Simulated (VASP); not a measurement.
Ir:

```
Ir
1.0
     0.00000    1.91560    1.91560
     1.91560    0.00000    1.91560
     1.91560    1.91560    0.00000
Ir
1
Direct
  0.00000 0.00000 0.00000
```

```yaml
Program: VASP 6.6.1
Task: relaxation of cell and atoms
Functional: PBE
Potentials_or_basis: VASP PAW PBE potentials, release 64 (Ir)
Cutoff: 600 eV
k_mesh: 12 × 12 × 12
Occupations: methfessel-paxton, width 0.1 eV
Spin: no spin polarisation
```

At the start: pressure 11.8 GPa; volume 14.06 Å³/atom.

Task: Where does the relaxation end?

Result: Over 4 steps the energy falls by 15.8 meV/atom and the volume is 14.51 Å³/atom (+3.2 %); space group Fm-3m (No. 225, to 0.05 Å).

Step by step:
```
step  energy change (eV)  largest force (eV/Å)  pressure (GPa)  volume (Å³)
   1              0.0000                0.0000           11.83        14.06
   2              0.1719                0.0000          -30.01        16.28
   3             -0.0158                0.0000           -0.55        14.53
   4             -0.0158                0.0000           -0.06        14.51
```

Final structure:
```yaml
crystal:
  lattice:
    - [0.00000, 1.93567, 1.93567]
    - [1.93567, 0.00000, 1.93567]
    - [1.93567, 1.93567, 0.00000]
  atoms:
    - { symbol: Ir, position: [0.00000, 0.00000, 0.00000] }
```
